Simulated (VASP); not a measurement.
A run of VASP 6.6.1 is set up as follows.

File INCAR:

```
SYSTEM = Al3HRu3
PREC = Accurate ; ENCUT = 520
EDIFF = 1E-6 ; ISMEAR = 0
SIGMA = 0.1 ; LREAL = .False.
LASPH = .True. ; NELM = 60
ALGO = Normal ; ISIF = 2
LWAVE = .False. ; LCHARG = .False.
LDIPOL = .True. ; IDIPOL = 3
DIPOL = 0.5 0.5 0.488 ; GGA = PS
NBANDS = 35
```

Contents of KPOINTS:

```
Automatic mesh
0
Gamma
  10 10 1
  0 0 0
```

Contents of POSCAR:

```
Al3HRu3
1.0
    2.9764078228      0.0000000000      0.0000000000
    0.0000000000      2.9764078228      0.0000000000
    0.0000000000      0.0000000000     26.4410195571
Ru Al H
3 3 1
Direct
    0.5000000000      0.5000000000      0.3214702059
    0.5000000000      0.5000000000      0.4340380218
    0.5000000000      0.5000000000      0.5475026899
    0.0000000000      0.0000000000      0.3777541139
    0.0000000000      0.0000000000      0.4895652445
    0.0000000000      0.0000000000      0.5949893040
    0.0000000000      0.3333333333      0.6472857747
```

Potentials or basis: VASP PAW PBE potentials, release 64 (Ru_pv, Al, H).

Launch:

```sh
$ cat potpaw_PBE.64/Ru_pv/POTCAR potpaw_PBE.64/Al/POTCAR potpaw_PBE.64/H/POTCAR > POTCAR
$ mpirun -np 1 vasp_std > vasp.out
```

**Question.** Predict the band gap on the k mesh.

**Answer.** Zero (bands 26 and 27 overlap by 2.01 eV).

**Question.** What does it give for the largest force?

**Answer.** 1.743 eV/Å.

Forces on the atoms (eV/Å):
```
Ru   0.000  0.010  0.826
Ru   0.000 -0.006 -0.421
Ru   0.000  0.131 -1.738
Al   0.000 -0.002 -0.377
Al   0.000 -0.039  0.068
Al   0.000 -0.022  1.654
H    0.000 -0.071 -0.013
```

Caveat: the PAW data sets were made with another functional, which shifts forces and pressure a little.
